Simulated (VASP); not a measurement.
# Zn2CdTe3 (P3m1) in VASP: notebook, part 2 of 4

VASP 6.6.1. The steps go on from the part before.

### 3 Relaxation of shape and atoms at fixed volume, PBE (30.74 Å³/atom)

This run uses another cell than the first one, of 30.74 Å³/atom.

File INCAR:

```
PREC = Accurate ; ENCUT = 600
EDIFF = 1E-6 ; ISMEAR = 0
SIGMA = 0.02 ; LREAL = F
LASPH = T ; NELM = 80
ALGO = Normal ; ISIF = 4
LWAVE = F ; LCHARG = F
GGA = PE ; IBRION = 2
NSW = 50 ; EDIFFG = -0.01
```

File KPOINTS:

```
Automatic mesh
0
Gamma
  6 6 4
```

File POSCAR:

```
Zn2CdTe3
1.0
    4.4221667385      0.0000000000      0.0000000000
   -2.2110833692      3.8297087353      0.0000000000
    0.0000000000      0.0000000000     10.8898800991
Zn Cd Te
2 1 3
Direct
    0.3333333333      0.6666666667      0.6604900000
    0.6666666667      0.3333333333      0.3406080000
    0.0000000000      0.0000000000      0.9964020000
    0.0000000000      0.0000000000      0.7375610000
    0.3333333333      0.6666666667      0.4171020000
    0.6666666667      0.3333333333      0.0978370000
```

Potentials or basis: VASP PAW PBE potentials, release 64 (Zn, Cd, Te).

The run is started by

```bash
$ cat potpaw_PBE.64/Zn/POTCAR potpaw_PBE.64/Cd/POTCAR potpaw_PBE.64/Te/POTCAR > POTCAR
$ mpirun -np 1 vasp_std > vasp.out
```

OUTCAR:

```text
PREC = Accurate
   ENCUT = 600
   EDIFF = 1E-6
   ISMEAR = 0
   LREAL = F
   LASPH = T
   NELM = 80
   ISIF = 4
   GGA = PE
   IBRION = 2
   NSW = 50
   EDIFFG = -0.01

 ion  position               nearest neighbor table
   1  0.333  0.667  0.660-   5 2.65   4 2.69   4 2.69   4 2.69
   2  0.667  0.333  0.341-   6 2.64   5 2.69   5 2.69   5 2.69
   3  0.000  0.000  0.996-   6 2.78   6 2.78   6 2.78   4 2.82
   4  0.000  0.000  0.738-   1 2.69   1 2.69   1 2.69   3 2.82
   5  0.333  0.667  0.417-   1 2.65   2 2.69   2 2.69   2 2.69
   6  0.667  0.333  0.098-   2 2.64   3 2.78   3 2.78   3 2.78

  LATTYP: Found a hexagonal cell.
 ALAT       =     4.4221667385
 C/A-ratio  =     2.4625665976

  Lattice vectors:

 A1 = (   4.4221667385,   0.0000000000,   0.0000000000)
 A2 = (  -2.2110833692,   3.8297087353,   0.0000000000)
 A3 = (   0.0000000000,   0.0000000000,  10.8898800991)

Analysis of symmetry for initial positions (statically):
=====================================================================
 Subroutine PRICEL returns:
 Original cell was already a primitive cell.

 Routine SETGRP: Setting up the symmetry group for a
 hexagonal supercell.

 Subroutine GETGRP returns: Found  6 space group operations
 (whereof  6 operations were pure point group operations)
 out of a pool of 24 trial point group operations.

The static configuration has the point symmetry C_3v.

Analysis of symmetry for dynamics (positions and initial velocities):
=====================================================================
 Subroutine PRICEL returns:
 Original cell was already a primitive cell.

 Routine SETGRP: Setting up the symmetry group for a
 hexagonal supercell.

 Subroutine GETGRP returns: Found  6 space group operations
 (whereof  6 operations were pure point group operations)
 out of a pool of 24 trial point group operations.

[... 112 lines left out ...]
   NFREE  =      1    steps in history (QN), initial steepest desc. (CG)
   ISIF   =      4    stress and relaxation
   ISYM   =      2    0-nonsym 1-usesym 2-fastsym
   POTIM  = 0.5000    time-step for ionic-motion
   TEBEG  =    0.0;   TEEND  =   0.0 temperature during run
   PSTRESS=    0.0 pullay stress
   NELECT =      54.0000    total number of electrons
   NUPDOWN=      -1.0000    fix difference up-down
   EMIN   =  10.00;   EMAX   =-10.00  energy-range for DOS
   EFERMI =   0.00;   METHOD = LEGACY
   ISMEAR =     0;   SIGMA  =   0.02  broadening in eV -4-tet -1-fermi 0-gaus
   EFERMI_NEDOS =   21; number of points for ismear=-14 and -15
   IALGO  =     38    algorithm
   IMIX   =      4    mixing-type and parameters
     AMIX     =   0.40;   BMIX     =  1.00
     AMIX_MAG =   1.60;   BMIX_MAG =  1.00
  volume/ion in A,a.u.               =      30.74       207.43
  Fermi-wavevector in a.u.,A,eV,Ry     =   1.087088  2.054299 16.078830  1.181761
  Thomas-Fermi vector in A             =   2.223240
   LORBIT       =      0    0 simple, 1 ext, 2 COOP (PROOUT), +10 PAW based schemes
   GGA     = PE    functional components
   LHFCALC =     F    Hartree Fock is set to
   AEXX    =    0.0000 exact exchange contribution
   IVDW    =     0    specifies the selected vdW correction
   LEPSILON=     F    determine dielectric tensor
   LRPA    =     F    only Hartree local field effects (RPA)
 conjugate gradient relaxation of ions
 non-spin polarized calculation
 Gauss-broadening in eV      SIGMA  =   0.02
  energy-cutoff  :      600.00
  volume of cell :      184.43
 maximum number of plane-waves:      6189
 NGX is ok and might be reduce to    36
   NGX = 17   NGY = 17   NGZ = 43

--------------------------------------- Ionic step        1  -------------------------------------------

 number of electron      53.9999988 magnetization

 Free energy of the ion-electron system (eV)
  ---------------------------------------------------
  ext. energy  EPLUGINS =         0.00000000
  ---------------------------------------------------
  free energy    TOTEN  =       -15.05153538 eV

  energy without entropy =      -15.05153538  energy(sigma->0) =      -15.05153538

------------------------ aborting loop because EDIFF is reached ----------------------------------------

  FORCE on cell =-STRESS in cart. coord.  units (eV):
  Direction    XX          YY          ZZ          XY          YZ          ZX
  --------------------------------------------------------------------------------------
  -------------------------------------------------------------------------------------
  Total        1.5776294      1.5776294      1.6455568      0.0000000      0.0000000      0.0000000
  in kB       13.7053973     13.7053973     14.2955050      0.0000000      0.0000000      0.0000000
  external PRESSURE =      13.9020999 kB  Pullay stress =       0.0000000 kB
[... 187 lines left out ...]
--------------------------------------- Ionic step        6  -------------------------------------------

 number of electron      53.9999991 magnetization

 Free energy of the ion-electron system (eV)
  ---------------------------------------------------
  ext. energy  EPLUGINS =         0.00000000
  ---------------------------------------------------
  free energy    TOTEN  =       -15.05198424 eV

  energy without entropy =      -15.05198424  energy(sigma->0) =      -15.05198424

 E-fermi :   2.9713     XC(G=0):  -8.7505

 val. band max:        2.8449803613   @ k =   0.0000   0.0000   0.0000
 cond. band min:       3.6529326159   @ k =   0.0000   0.0000   0.0000
 fundamental gap:      0.8079522546
 Fermi energy:         2.9712524482

 k-point     1 :       0.0000    0.0000    0.0000
  band No.  band energies     occupation
      1      -8.7576      2.00000
      2      -8.2959      2.00000
      3      -8.1097      2.00000
      4      -5.4720      2.00000
      5      -5.4720      2.00000
      6      -5.3417      2.00000
[... 862 lines left out ...]
  FREE ENERGIE OF THE ION-ELECTRON SYSTEM (eV)
  ---------------------------------------------------
  free  energy   TOTEN  =       -15.0519842380 eV

  energy  without entropy=      -15.0519842380  energy(sigma->0) =      -15.05198424

 reached required accuracy - stopping structural energy minimisation
```

OSZICAR:

```text
N       E                     dE             d eps       ncg     rms          rms(c)
DAV:   1     0.394789774610E+03    0.39479E+03   -0.25851E+04  1536   0.185E+03
DAV:   2     0.209914745841E+02   -0.37380E+03   -0.36684E+03  1560   0.404E+02
[... 42 lines left out ...]
   5 F= -.15051956E+02 E0= -.15051956E+02  d E =-.807913E-04
       N       E                     dE             d eps       ncg     rms          rms(c)
DAV:   1    -0.150520317207E+02   -0.76115E-04   -0.17882E-02  1536   0.757E-01    0.595E-02
DAV:   2    -0.150520060491E+02    0.25672E-04   -0.21493E-04  1888   0.143E-01    0.276E-02
DAV:   3    -0.150519885910E+02    0.17458E-04   -0.18990E-05  1832   0.360E-02    0.148E-02
DAV:   4    -0.150519840334E+02    0.45576E-05   -0.95169E-06  1864   0.259E-02    0.354E-03
DAV:   5    -0.150519842380E+02   -0.20462E-06   -0.28681E-06  1208   0.158E-02
   6 F= -.15051984E+02 E0= -.15051984E+02  d E =-.285866E-04
```

Run time: 15 min. Hardware: 1 thread of Intel Xeon 8259CL, shared host; peak memory 0.47 GiB.

What came out:

* Free energy: -15.0520 eV
* Energy gained by relaxing: 0.1 meV/atom
* Ionic steps: 6
* Pressure after relaxing: 1.4 GPa
* Band gap on the k mesh: 0.81 eV

The path:
| step | energy change (eV) | largest force (eV/Å) | pressure (GPa) | volume (Å³) |
| --- | --- | --- | --- | --- |
| 1 | 0.0000 | 0.0423 | 1.39 | 184.43 |
| 2 | -0.0002 | 0.0308 | 1.38 | 184.43 |
| 3 | -0.0003 | 0.0227 | 1.37 | 184.43 |
| 4 | -0.0004 | 0.0135 | 1.37 | 184.43 |
| 5 | -0.0004 | 0.0110 | 1.37 | 184.43 |
| 6 | -0.0004 | 0.0010 | 1.37 | 184.43 |

Final structure:
```
CELL_PARAMETERS angstrom
4.42025 0.00000 0.00000
-2.21012 3.82805 0.00000
0.00000 0.00000 10.89933
ATOMIC_POSITIONS crystal
Zn 0.33333 0.66667 0.66054
Zn 0.66667 0.33333 0.34113
Cd 0.00000 0.00000 0.99566
Te 0.00000 0.00000 0.73712
Te 0.33333 0.66667 0.41713
Te 0.66667 0.33333 0.09843
```

Levels at points of the mesh, in eV from the valence-band top:
| k point | band 23 | band 24 | band 25 | band 26 | band 27 | band 28 | band 29 | band 30 | band 31 | band 32 |
| --- | --- | --- | --- | --- | --- | --- | --- | --- | --- | --- |
| (0.00, 0.00, 0.00) | -0.66 | -0.66 | -0.17 | 0.00 | 0.00 | 0.81 | 1.49 | 2.24 | 4.33 | 4.33 |
| (0.50, 0.00, 0.00) | -2.11 | -2.00 | -1.89 | -1.41 | -1.04 | 2.21 | 2.33 | 2.53 | 2.92 | 4.56 |
| (0.00, 0.00, 0.50) | -1.00 | -0.49 | -0.49 | -0.11 | -0.11 | 1.45 | 1.67 | 2.39 | 4.30 | 4.56 |
| (0.50, 0.00, 0.50) | -2.44 | -2.04 | -1.71 | -0.96 | -0.83 | 1.62 | 2.31 | 2.87 | 3.47 | 3.64 |

Caveat: spin-orbit coupling is left out, which moves the levels of the heavy elements.

(Continued in part 3 of 4.)
